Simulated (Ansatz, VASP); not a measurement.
# WSe2 in VASP and in Ansatz

Contents of INCAR:

```
SYSTEM = WSe2
PREC = Accurate ; ENCUT = 520
EDIFF = 1E-6 ; ISMEAR = 0
SIGMA = 0.05 ; LREAL = .FALSE.
LASPH = .TRUE. ; NELM = 60
ALGO = Normal ; ISIF = 2
LWAVE = .FALSE. ; LCHARG = .FALSE.
GGA = PS ; NBANDS = 20
```

KPOINTS

```
regular mesh
0
G
  12 12 2
  0 0 0
```

File POSCAR:

```
WSe2
1.0
    3.1721450981      0.0000000000      0.0000000000
   -1.5860725490      2.7471582394      0.0000000000
    0.0000000000      0.0000000000     16.4112988180
W Se
1 2
Direct
    0.0000000000      0.0000000000      0.0000000000
    0.3333333333      0.6666666667      0.1003992715
    0.3333333333      0.6666666667      0.8996007285
```

Input for Ansatz:

```yaml
crystal:
  lattice:
    - [3.1721450981, 0.0, 0.0]
    - [-1.586072549, 2.7471582394, 0.0]
    - [0.0, 0.0, 16.411298818]
  atoms:
    - { symbol: W, position: [0.0, 0.0, 0.0] }
    - { symbol: Se, position: [0.3333333333, 0.6666666667, 0.1003992715] }
    - { symbol: Se, position: [0.3333333333, 0.6666666667, 0.8996007285] }
basis:
  ecutwfc: 420
kpoints:
  mp_grid: { grid: [12, 12, 2] }
hamiltonian:
  xc: pbesol
scf:
  occupations: { method: gaussian, width: 0.05 }
output:
  forces: true
  stress: true
  eigenvalues: true
  write_density: true
  write_potential: true
  elf: true
  volumetric_format: npy
```

Change from the starting cell: strain -0.030 along x and y, -0.015 along z, atoms carried along.

Alike in both runs: task single point; functional PBEsol; k mesh 12 × 12 × 2; occupations gaussian, width 0.05 eV; no spin polarisation.

|  | VASP | Ansatz |
| --- | --- | --- |
| version | VASP 6.6.1 | Ansatz 0.2.0 |
| potentials or method | VASP PAW PBE potentials, release 64 (W_sv, Se), cutoff 520 eV | scalar-relativistic, plane waves, PAW |
| valence electrons in the cell | 26 | 46 |

Ansatz gave:

| Item | Value |
| --- | --- |
| gap on the k mesh at the Fermi level (eV) | 1.75 |
| least direct gap on the mesh (eV) | 2.00 |
| rms of the force components (eV/Å) | 0.594 |

**Question.** Estimate VASP's values.

**Answer.** gap on the k mesh at the Fermi level (eV): 1.75; least direct gap on the mesh (eV): 1.99; rms of the force components (eV/Å): 0.633.

VASP's potentials were made for PBE, not for PBEsol. Atom by atom the forces differ by 0.039 eV/Å (rms over components). With one functional, cell and mesh, what is left measures potentials, basis and numerics. VASP's potentials hold 26 valence electrons a cell and Ansatz's 46, so a difference there can come from the potentials and not from the codes. Ansatz's warnings: xc potential rough in thin density.

Neither program's run includes spin-orbit coupling.
